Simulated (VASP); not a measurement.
Runs of VASP 6.6.1 on Sn3H. The structure is that of space group Im-3m (No. 229), or close to it. The cells are those of the table. 

| task | cell | k mesh | cutoff (eV) | gap on the mesh (eV) | pressure (GPa) | relaxed volume (Å³/atom) |
| --- | --- | --- | --- | --- | --- | --- |
| single point | a = 4.954 Å, angles 109.5°, 4 atoms | 4 × 4 × 4 | 520 | none | 5.2 | - |
| single point | a = 5.147 Å, angles 109.5°, 4 atoms | 4 × 4 × 4 | 520 | none | -0.4 | - |
| relaxation of cell and atoms | relaxed from a = 4.954 Å, angles 109.5°, 4 atoms | 4 × 4 × 4 | 600 | none | -0.2 | 26.10 |
| relaxation of cell and atoms | relaxed from a = 5.147 Å, angles 109.5°, 4 atoms | 12 × 12 × 12 | 600 | none | 0.0 | (a) |
| single point | a = 5.143 Å, angles 109.5°, 4 atoms | 12 × 12 × 12 | 520 | none | 0.0 | - |

Alike in all rows: level PBE; potentials or basis VASP PAW PBE potentials, release 64 (Sn_d, H); no spin polarisation; smearing gaussian 0.1 eV.

Question: Fill in the values left out.

Answer: (a) 26.20.

Caveats: some runs use coarse meshes; spin-orbit coupling is left out, which moves the levels of the heavy elements.

A k mesh can miss the band edges, and the runs leave out spin-orbit coupling on Sn.

A gap of «none» marks levels without a gap at the run's occupations.
